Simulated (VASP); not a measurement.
Si4Se:

```xyz
5
Lattice="3.0592 0.0000 0.0000 -1.5296 2.6494 0.0000 0.0000 0.0000 9.8369" Properties=species:S:1:pos:R:3 pbc="T T T"
Si    0.0000    1.7662    8.5173
Si    0.0000    1.7662    3.7065
Si    1.5296    0.8831    1.3196
Si    1.5296    0.8831    6.1304
Se    0.0000    0.0000    0.0000
```

```yaml
Program: VASP 6.6.1
Task: relaxation of cell and atoms
Functional: PBE
Potentials_or_basis: VASP PAW PBE potentials, release 64 (Si, Se)
Cutoff: 600 eV
k_mesh: 6 × 6 × 2
Occupations: gaussian, width 0.1 eV
Spin: no spin polarisation
```

At the start: pressure 30.2 GPa; volume 15.95 Å³/atom.

Question: How do energy, volume and symmetry change on relaxing?

Answer: Over 27 steps the energy falls by 1243.5 meV/atom and the volume is 17.55 Å³/atom (+10.1 %); space group P-3m1 (No. 164, to 0.05 Å).

Step by step:
| step | energy change (eV) | largest force (eV/Å) | pressure (GPa) | volume (Å³) |
| --- | --- | --- | --- | --- |
| 1 | 0.0000 | 8.1651 | 30.19 | 79.73 |
| 2 | -2.8633 | 0.4694 | -11.25 | 119.66 |
| 3 | -3.5628 | 1.4662 | -5.56 | 103.54 |
| 4 | -3.5655 | 1.5739 | -5.12 | 102.81 |
| 5 | -3.5652 | 1.6557 | -4.78 | 102.28 |
| 6 | -4.0204 | 1.5098 | -3.20 | 95.85 |
| 7 | -4.4295 | 1.3223 | 10.83 | 78.11 |
| 8 | -4.5437 | 0.9453 | 1.90 | 85.62 |
| 9 | -4.5800 | 0.7305 | 3.82 | 83.37 |
| 10 | -4.9430 | 1.0196 | 2.61 | 84.64 |
| 11 | -5.0315 | 1.0093 | 2.62 | 85.19 |
| 12 | -5.3546 | 1.1884 | 3.18 | 86.05 |
| 13 | -5.7519 | 1.2834 | 5.78 | 86.84 |
| 14 | -5.8872 | 0.8161 | -1.50 | 93.29 |
| 15 | -5.9212 | 0.9209 | 0.49 | 91.18 |
| 16 | -5.9891 | 0.7736 | 0.01 | 90.92 |
| 17 | -6.1304 | 0.6344 | -1.16 | 90.10 |
| 18 | -5.9049 | 1.1727 | -1.39 | 88.36 |
| 19 | -6.1375 | 0.5235 | -1.64 | 89.71 |
| 20 | -6.1418 | 0.5636 | -1.51 | 89.86 |
| 21 | -6.1866 | 0.4027 | 0.59 | 87.15 |
| 22 | -6.1878 | 0.3648 | 1.04 | 86.66 |
| 23 | -6.2112 | 0.2024 | 0.08 | 87.51 |
| 24 | -6.2138 | 0.1525 | -0.31 | 87.91 |
| 25 | -6.2172 | 0.0486 | 0.16 | 87.45 |
| 26 | -6.2172 | 0.0373 | 0.25 | 87.37 |
| 27 | -6.2176 | 0.0266 | -0.12 | 87.74 |

Final structure:
```yaml
crystal:
  lattice:
    - [3.61879, 0.00000, 0.00000]
    - [-1.80940, 3.13397, 0.00000]
    - [0.00000, 0.00000, 7.73684]
  atoms:
    - { symbol: Si, position: [0.33333, 0.66667, 0.77233] }
    - { symbol: Si, position: [0.33333, 0.66667, 0.40056] }
    - { symbol: Si, position: [0.66667, 0.33333, 0.22767] }
    - { symbol: Si, position: [0.66667, 0.33333, 0.59944] }
    - { symbol: Se, position: [0.00000, 0.00000, 0.00000] }
```

Caveat: the k points lie up to 0.41 Å⁻¹ apart in the final cell.
